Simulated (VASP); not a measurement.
ZnRe:

```
Re Zn
1.0
     2.74822    0.00000    0.00000
    -1.37411    2.38003    0.00000
     0.00000    0.00000    4.49407
Re Zn
1 1
Cartesian
  0.0000 1.5867 2.2470
  0.0000 0.0000 0.0000
```

- Program: VASP 6.6.1
- Task: relaxation of cell and atoms
- Functional: PBE
- Dispersion: D3(BJ)
- Potentials or basis: VASP PAW PBE potentials, release 64 (Re, Zn)
- Cutoff: 600 eV
- k mesh: 11 × 11 × 6
- Occupations: fermi-dirac, width 0.05 eV
- Spin: no spin polarisation

At the start: pressure -7.5 GPa; volume 14.70 Å³/atom.

Q: How do energy, volume and symmetry change on relaxing?

A: Over 5 steps the energy falls by 11.9 meV/atom and the volume is 14.20 Å³/atom (-3.4 %); space group P-6m2 (No. 187, to 0.05 Å).

Step by step:
| step | energy change (eV) | largest force (eV/Å) | pressure (GPa) | volume (Å³) |
| --- | --- | --- | --- | --- |
| 1 | 0.0000 | 0.0000 | -7.46 | 29.39 |
| 2 | 0.0785 | 0.0000 | 18.83 | 26.58 |
| 3 | -0.0234 | 0.0000 | -0.17 | 28.44 |
| 4 | -0.0234 | 0.0000 | -0.01 | 28.42 |
| 5 | -0.0238 | 0.0000 | 0.02 | 28.41 |

Final structure:
```xyz
2
Lattice="2.7210 0.0000 0.0000 -1.3605 2.3565 0.0000 0.0000 0.0000 4.4302" Properties=species:S:1:pos:R:3 pbc="T T T"
Re    0.0000    1.5710    2.2151
Zn   -1.3605    2.3565    0.0000
```

Caveat: pairwise dispersion overbinds metals, which lowers pressure and volume.
